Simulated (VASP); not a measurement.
Set up this calculation in VASP 6.6.1, as the native input.

```
Task                   : single point
Functional             : PBE
Dispersion             : D3(BJ)
Potentials or basis    : VASP PAW PBE potentials, release 64 (Cl, H)
Cutoff                 : 400 eV
k mesh                 : 1 × 1 × 1
Occupations            : fermi-dirac, width 0.05 eV
Spin                   : no spin polarisation
Dipole correction      : no
Further INCAR settings : ALGO = Normal; EDIFF = 1e-06; NBANDS = 56
```

The structure of HCl lies in POSCAR:

```
HCl
1.0
    7.9895700000      0.0000000000      0.0000000000
    0.0000000000      7.9895700000      0.0000000000
    0.0000000000      0.0000000000      7.9895700000
Cl H
10 10
Direct
    0.2618789246      0.1909614660      0.2949094882
    0.0822322102      0.6098951508      0.4857457911
    0.6529763179      0.2398877537      0.1470917709
    0.3519713827      0.0628319171      0.7884279129
    0.4921916949      0.8422355646      0.4567705146
    0.7632450808      0.7879898418      0.9888391991
    0.2788135031      0.6472438442      0.0853612898
    0.6526133446      0.4412502801      0.6530889647
    0.8767305374      1.0250739401      0.4925296355
    0.0209898655      0.3067123763      0.8681067942
    0.3696569402      0.3115311587      0.3272766870
    0.0727072921      0.7662865461      0.5261734987
    0.5643983343      0.1749530951      0.0277862263
    0.4556565622     -0.0342070975      0.7167219262
    0.4059167139      0.9784631714      0.4118369324
    0.6842420806      0.7117529479      0.8749907692
    0.1726375762      0.6078549909      0.2046918670
    0.8133854513      0.4062045892      0.6887729878
    0.7327928787      0.9429794094      0.4845817735
    0.1440878545      0.4138270270      0.9137162576
```

One way to write it, as run:

INCAR

```
SYSTEM = HCl
PREC = Accurate ; ENCUT = 400
EDIFF = 1E-6 ; ISMEAR = -1
SIGMA = 0.05 ; LREAL = .False.
LASPH = .True. ; NELM = 120
ALGO = Normal ; ISIF = 2
LWAVE = .False. ; LCHARG = .False.
GGA = PE ; IVDW = 12
NBANDS = 56 ; GGA_COMPAT = .False.
```

KPOINTS

```
Automatic mesh
0
Gamma
  1 1 1
  0 0 0
```

Potentials or basis: VASP PAW PBE potentials, release 64 (Cl, H).

The run is started by

```sh
$ cat potpaw_PBE.64/Cl/POTCAR potpaw_PBE.64/H/POTCAR > POTCAR
$ mpirun -np 1 vasp_gam > vasp.out
```

Results of the run:

The pressure is -0.6 GPa, the largest force is 1.346 eV/Å and the band gap on the k mesh is 5.22 eV. The dispersion energy per atom is -0.061 eV.

Caveat: the k points lie up to 0.79 Å⁻¹ apart.

Wall time 31 s on 1 thread of Intel(R) Xeon(R) Platinum 8559C (Emerald Rapids) (shared host), peak memory 0.36 GiB.
